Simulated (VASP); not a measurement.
# AlN (Fm-3m) in VASP: further runs, part 2 of 2

VASP 6.6.1.

## (3) Single point, LDA (7.58 Å³/atom)

This run uses another cell than the first one, of 7.58 Å³/atom.

INCAR

```
PREC     = Accurate       # precision mode
ENCUT    = 600            # plane-wave cutoff, eV
EDIFF    = 1E-6           # SCF threshold, eV
ISMEAR   = 0              # smearing method
SIGMA    = 0.02           # smearing width, eV
LREAL    = False          # projectors in reciprocal space
LASPH    = True           # aspherical terms in the spheres
NELM     = 120            # most SCF steps
ALGO     = Normal         # electronic algorithm
ISIF     = 2              # what is computed and relaxed
LWAVE    = False          # write WAVECAR
LCHARG   = True           # write CHGCAR
GGA      = CA             # functional
LELF     = True           # ELF
LVHAR    = True         
NBANDS   = 11             # bands
GGA_COMPAT= False
```

KPOINTS

```
regular mesh
0
Gamma
  10 10 10
```

POSCAR

```
AlN
1.0
    0.0000000000      1.9645230735      1.9645230735
    1.9645230735      0.0000000000      1.9645230735
    1.9645230735      1.9645230735      0.0000000000
Al N
1 1
Direct
    0.5000000000      0.5000000000      0.5000000000
    0.0000000000      0.0000000000      0.0000000000
```

Potentials or basis: VASP PAW LDA potentials, release 64 (Al, N).

Launch:

```
cat potpaw_LDA.64/Al/POTCAR potpaw_LDA.64/N/POTCAR > POTCAR
mpirun -np 1 vasp_std > vasp.out
```

OUTCAR:

```text
PREC = Accurate
   ENCUT = 600
   EDIFF = 1E-6
   ISMEAR = 0
   LREAL = False
   LASPH = True
   NELM = 120
   ISIF = 2
   GGA = CA

 ion  position               nearest neighbor table
   1  0.500  0.500  0.500-   2 1.96   2 1.96   2 1.96   2 1.96   2 1.96   2 1.96
   2  0.000  0.000  0.000-   1 1.96   1 1.96   1 1.96   1 1.96   1 1.96   1 1.96

  LATTYP: Found a face centered cubic cell.
 ALAT       =     3.9290461470

  Lattice vectors:

 A1 = (   0.0000000000,   1.9645230735,   1.9645230735)
 A2 = (   1.9645230735,   0.0000000000,   1.9645230735)
 A3 = (   1.9645230735,   1.9645230735,   0.0000000000)

Analysis of symmetry for initial positions (statically):
=====================================================================
 Subroutine PRICEL returns:
 Original cell was already a primitive cell.

 Routine SETGRP: Setting up the symmetry group for a
 face centered cubic supercell.

 Subroutine GETGRP returns: Found 48 space group operations
 (whereof 48 operations were pure point group operations)
 out of a pool of 48 trial point group operations.

The static configuration has the point symmetry O_h .

Analysis of symmetry for dynamics (positions and initial velocities):
=====================================================================
 Subroutine PRICEL returns:
 Original cell was already a primitive cell.

 Routine SETGRP: Setting up the symmetry group for a
 face centered cubic supercell.

 Subroutine GETGRP returns: Found 48 space group operations
 (whereof 48 operations were pure point group operations)
 out of a pool of 48 trial point group operations.

The dynamic configuration has the point symmetry O_h .

 Subroutine INISYM returns: Found 48 space group operations
 (whereof 48 operations are pure point group operations),
 and found     1 'primitive' translations

----------------------------------------------------------------------------------------

                                     Primitive cell

  volume of cell :      15.1636

  direct lattice vectors                    reciprocal lattice vectors
     0.000000000  1.964523074  1.964523074    -0.254514700  0.254514700  0.254514700
     1.964523074  0.000000000  1.964523074     0.254514700 -0.254514700  0.254514700
     1.964523074  1.964523074  0.000000000     0.254514700  0.254514700 -0.254514700

  length of vectors
     2.778255174  2.778255174  2.778255174     0.440832391  0.440832391  0.440832391

  position of ions in fractional coordinates (direct lattice)
     0.500000000  0.500000000  0.500000000
     0.000000000  0.000000000  0.000000000

  ion indices of the primitive-cell ions
   primitive index   ion index
                 1           1
                 2           2

----------------------------------------------------------------------------------------

 KPOINTS: regular mesh

Automatic generation of k-mesh.
 Grid dimensions read from file:
 generate k-points for:   10   10   10

 Generating k-lattice:

  Cartesian coordinates                     Fractional coordinates (reciprocal lattice)
    -0.025451470  0.025451470  0.025451470     0.100000000  0.000000000  0.000000000
     0.025451470 -0.025451470  0.025451470     0.000000000  0.100000000  0.000000000
     0.025451470  0.025451470 -0.025451470     0.000000000  0.000000000  0.100000000

  Length of vectors
[... 38 lines left out ...]
   number of dos      NEDOS =    301   number of ions     NIONS =      2
   total plane-waves  NPLWV =  13824
   dimension x,y,z NGX =    24 NGY =   24 NGZ =   24
   dimension x,y,z NGXF=    48 NGYF=   48 NGZF=   48
   ions per type =               1   1
   NGX,Y,Z   is equivalent  to a cutoff of  14.36, 14.36, 14.36 a.u.
   NGXF,Y,Z  is equivalent  to a cutoff of  28.72, 28.72, 28.72 a.u.
 SYSTEM =  unknown system
   PREC   = accura    normal or accurate (medium, high low for compatibility)
   ISTART =      0    job   : 0-new  1-cont  2-samecut
   ICHARG =      2    charge: 1-file 2-atom 10-const
   ISPIN  =      1    spin polarized calculation?
   LNONCOLLINEAR =      F non collinear calculations
   LSORBIT =      F    spin-orbit coupling
   LASPH  =      T    aspherical Exc in radial PAW
   ENCUT  =  600.0 eV  44.10 Ry    6.64 a.u.   5.55  5.55  5.55*2*pi/ulx,y,z
   NELM   =    120;   NELMIN=  2; NELMDL= -5     # of ELM steps
   EDIFF  = 0.1E-05   stopping-criterion for ELM
   LREAL  =      F    real-space projection
   EDIFFG = 0.1E-04   stopping-criterion for IOM
   NSW    =      0    number of steps for IOM
   IBRION =     -1    ionic relax: 0-MD 1-quasi-New 2-CG
   NFREE  =      0    steps in history (QN), initial steepest desc. (CG)
   ISIF   =      2    stress and relaxation
   ISYM   =      2    0-nonsym 1-usesym 2-fastsym
   POTIM  = 0.5000    time-step for ionic-motion
   TEBEG  =    0.0;   TEEND  =   0.0 temperature during run
   PSTRESS=    0.0 pullay stress
   NELECT =       8.0000    total number of electrons
   NUPDOWN=      -1.0000    fix difference up-down
   EMIN   =  10.00;   EMAX   =-10.00  energy-range for DOS
   EFERMI =   0.00;   METHOD = LEGACY
   ISMEAR =     0;   SIGMA  =   0.02  broadening in eV -4-tet -1-fermi 0-gaus
   EFERMI_NEDOS =   21; number of points for ismear=-14 and -15
   IALGO  =     38    algorithm
   IMIX   =      4    mixing-type and parameters
     AMIX     =   0.40;   BMIX     =  1.00
     AMIX_MAG =   1.60;   BMIX_MAG =  1.00
  volume/ion in A,a.u.               =       7.58        51.16
  Fermi-wavevector in a.u.,A,eV,Ry     =   1.322831  2.499788 23.808588  1.749882
  Thomas-Fermi vector in A             =   2.452483
   LORBIT       =      0    0 simple, 1 ext, 2 COOP (PROOUT), +10 PAW based schemes
   GGA     = CA    functional components
   LHFCALC =     F    Hartree Fock is set to
   AEXX    =    0.0000 exact exchange contribution
   IVDW    =     0    specifies the selected vdW correction
   LEPSILON=     F    determine dielectric tensor
   LRPA    =     F    only Hartree local field effects (RPA)
 non-spin polarized calculation
 Gauss-broadening in eV      SIGMA  =   0.02
  energy-cutoff  :      600.00
  volume of cell :       15.16
 maximum number of plane-waves:       531
 NGX is ok and might be reduce to    24
   NGX = 11   NGY = 11   NGZ = 11

 number of electron       8.0000000 magnetization

 Free energy of the ion-electron system (eV)
  ---------------------------------------------------
  ext. energy  EPLUGINS =         0.00000000
  ---------------------------------------------------
  free energy    TOTEN  =       -16.17042538 eV

  energy without entropy =      -16.17042538  energy(sigma->0) =      -16.17042538

 E-fermi :  10.9947     XC(G=0): -12.9820

 val. band max:       10.8708297580   @ k =   0.0000   0.0000   0.0000
 cond. band min:      15.8962015286   @ k =   0.5000   0.5000   0.0000
 fundamental gap:      5.0253717707
 Fermi energy:        10.9947041575

 k-point     1 :       0.0000    0.0000    0.0000
  band No.  band energies     occupation
      1      -7.3477      2.00000
      2      10.8708      2.00000
      3      10.8708      2.00000
      4      10.8708      2.00000
      5      17.9418      0.00000
      6      23.1551      0.00000
      7      23.1551      0.00000
      8      23.1551      0.00000
      9      28.6206      0.00000
     10      29.1350      0.00000
     11      29.1350      0.00000
[... 309 lines left out ...]
 k-point    24 :       0.4000    0.3000    0.0000
  band No.  band energies     occupation
      1      -3.9912      2.00000
      2       4.6874      2.00000
      3       7.8085      2.00000
      4       8.3763      2.00000
      5      17.2200      0.00000
      6      18.1984      0.00000
      7      23.9838      0.00000
      8      27.3462      0.00000
      9      28.2128      0.00000
     10      33.4696      0.00000
     11      36.6489      0.00000

 [... further k-points ...]

------------------------ aborting loop because EDIFF is reached ----------------------------------------

  FORCE on cell =-STRESS in cart. coord.  units (eV):
  Direction    XX          YY          ZZ          XY          YZ          ZX
  --------------------------------------------------------------------------------------
  -------------------------------------------------------------------------------------
  Total        1.9030121      1.9030121      1.9030121     -0.0000000     -0.0000000      0.0000000
  in kB      201.0716021    201.0716021    201.0716021     -0.0000000     -0.0000000      0.0000000
  external PRESSURE =     201.0716021 kB  Pullay stress =       0.0000000 kB

 VOLUME and BASIS-vectors are now :
 -----------------------------------------------------------------------------
  energy-cutoff  :      600.00
  volume of cell :       15.16
      direct lattice vectors                 reciprocal lattice vectors
     0.000000000  1.964523074  1.964523074    -0.254514700  0.254514700  0.254514700
     1.964523074  0.000000000  1.964523074     0.254514700 -0.254514700  0.254514700
     1.964523074  1.964523074  0.000000000     0.254514700  0.254514700 -0.254514700

 POSITION                                       TOTAL-FORCE (eV/Angst)
 -----------------------------------------------------------------------------------
      1.96452      1.96452      1.96452         0.000000     -0.000000     -0.000000
      0.00000      0.00000      0.00000        -0.000000      0.000000      0.000000
 -----------------------------------------------------------------------------------
    total drift:                                0.000000     -0.000000     -0.000000

  FREE ENERGIE OF THE ION-ELECTRON SYSTEM (eV)
  ---------------------------------------------------
  free  energy   TOTEN  =       -16.1704253811 eV

  energy  without entropy=      -16.1704253811  energy(sigma->0) =      -16.17042538
```

Run time: 2.8 s. Hardware: 1 thread of Intel Xeon 6975P-C (Granite Rapids), shared host; peak memory 0.12 GiB.

Results:

* Free energy: -16.1704 eV
* Pressure: 20.1 GPa
* Band gap on the k mesh: 5.03 eV (least direct gap 7.07 eV)

Caveat: the cell stands under pressure. A k mesh can miss the band edges.

## (4) Single point, LDA (7.34 Å³/atom)

This run uses another cell than the first one, of 7.34 Å³/atom.

INCAR

```
SYSTEM = AlN
ALGO     = Normal         ! electronic algorithm
EDIFF    = 1E-6           ! SCF threshold, eV
ENCUT    = 600            ! plane-wave cutoff, eV
GGA      = CA             ! functional
GGA_COMPAT= .FALSE.      
ISIF     = 2              ! what is computed and relaxed
ISMEAR   = 0              ! smearing method
LASPH    = .TRUE.         ! aspherical terms in the spheres
LCHARG   = .FALSE.        ! write CHGCAR
LREAL    = .FALSE.        ! projectors in reciprocal space
LWAVE    = .FALSE.        ! write WAVECAR
NBANDS   = 11             ! bands
NELM     = 120            ! most SCF steps
PREC     = Accurate       ! precision mode
SIGMA    = 0.02           ! smearing width, eV
```

KPOINTS

```
k-points
0
G
  10 10 10
  0 0 0
```

POSCAR

```
AlN
1.0
    0.0000000000      1.9433975322      1.9433975322
    1.9433975322      0.0000000000      1.9433975322
    1.9433975322      1.9433975322      0.0000000000
Al N
1 1
Direct
    0.5000000000      0.5000000000      0.5000000000
    0.0000000000      0.0000000000      0.0000000000
```

Launch:

```
cat potpaw_LDA.64/Al/POTCAR potpaw_LDA.64/N/POTCAR > POTCAR
mpirun -np 1 vasp_std > vasp.out
```

Run time: 2.6 s. Hardware: 1 thread of Intel Xeon 6975P-C (Granite Rapids), shared host; peak memory 0.12 GiB.

The run converged. Its results:

```yaml
Free_energy: -16.0908 eV
Pressure: 32.3 GPa
Band_gap_on_the_k_mesh: 4.95 eV (least direct gap 7.59 eV)
```

Levels at points of the mesh, in eV from the valence-band top:
| k point | band 1 | band 2 | band 3 | band 4 | band 5 | band 6 | band 7 | band 8 |
| --- | --- | --- | --- | --- | --- | --- | --- | --- |
| (0.00, 0.00, 0.00) | -18.54 | 0.00 | 0.00 | 0.00 | 7.59 | 12.38 | 12.38 | 12.38 |
| (0.50, 0.00, 0.00) | -14.70 | -9.14 | -1.32 | -1.32 | 6.90 | 11.79 | 11.79 | 14.89 |
| (0.50, 0.50, 0.00) | -13.52 | -8.25 | -3.13 | -3.13 | 4.95 | 5.66 | 15.38 | 18.92 |

Caveat: the cell stands under pressure. A k mesh can miss the band edges.

## (5) Summary

```csv
cell,k mesh,smearing,gap on the mesh (eV),pressure (GPa)
"a = 2.836 Å, angles 60.0°, 2 atoms",8 × 8 × 8,gaussian 0.1 eV,4.70,0.6
"a = 2.778 Å, angles 60.0°, 2 atoms",10 × 10 × 10,gaussian 0.02 eV,5.03,20.1
"a = 2.748 Å, angles 60.0°, 2 atoms",10 × 10 × 10,gaussian 0.02 eV,4.95,32.3
```

Alike in all rows: task single point; level LDA; potentials or basis VASP PAW LDA potentials, release 64 (Al, N); no spin polarisation; cutoff (eV) 600.

Caveats: the cell stands under pressure (at least some runs).

Total energies depend on the potentials used, so only differences within one code and one set of settings carry meaning.
